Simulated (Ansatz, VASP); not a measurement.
One calculation of Au, two programs

The input INCAR:

```
SYSTEM = Au
PREC = Accurate
ENCUT = 520
EDIFF = 1E-6
ISMEAR = -1
SIGMA = 0.08
LREAL = .False.
LASPH = .True.
NELM = 80
ALGO = Normal
ISIF = 2
LWAVE = .False.
LCHARG = .False.
GGA = PE
NBANDS = 12
```

File KPOINTS:

```
regular mesh
0
Gamma
  16 16 16
  0 0 0
```

The input POSCAR:

```
Au
1.0
   -1.5197699286      1.5197699286      1.5197699286
    1.5197699286     -1.5197699286      1.5197699286
    1.5197699286      1.5197699286     -1.5197699286
Au
1
Direct
    0.0000000000      0.0000000000      0.0000000000
```

Input for Ansatz:

```yaml
crystal:
  lattice:
    - [-1.5197699286, 1.5197699286, 1.5197699286]
    - [1.5197699286, -1.5197699286, 1.5197699286]
    - [1.5197699286, 1.5197699286, -1.5197699286]
  atoms:
    - { symbol: Au, position: [0.0, 0.0, 0.0] }
kpoints:
  mp_grid: { grid: [16, 16, 16] }
scf:
  occupations: { method: fermi_dirac, width: 0.08 }
hamiltonian:
  xc: pbe
  pseudopotentials: { kind: paw }
output:
  forces: true
  stress: true
  eigenvalues: true
  populations: true
```

Change from the starting cell: volume scaled by 0.78, PAW files.

Alike in both runs: task single point; functional PBE; k mesh 16 × 16 × 16; occupations fermi-dirac, width 0.08 eV; no spin polarisation.

|  | VASP | Ansatz |
| --- | --- | --- |
| version | VASP 6.6.1 | Ansatz 0.2.0 |
| potentials or method | VASP PAW PBE potentials, release 64 (Au) | PAW with Ansatz's default frozen-core files, scalar-relativistic |
| plane-wave cutoff (eV) | 520 | 420 |
| valence electrons in the cell | 11 | 19 |

Ansatz gave:

| Item | Value |
| --- | --- |
| pressure (GPa) | 70.8 |

Which values does VASP return?

Pressure (GPa): 70.3.

Both programs put the cell under a high pressure, so it lies far from rest at this level. VASP's potentials hold 11 valence electrons a cell and Ansatz's 19, so a difference there can come from the potentials and not from the codes.

Spin-orbit coupling is off throughout. Noted on VASP's run: the cell as given lies far from equilibrium.
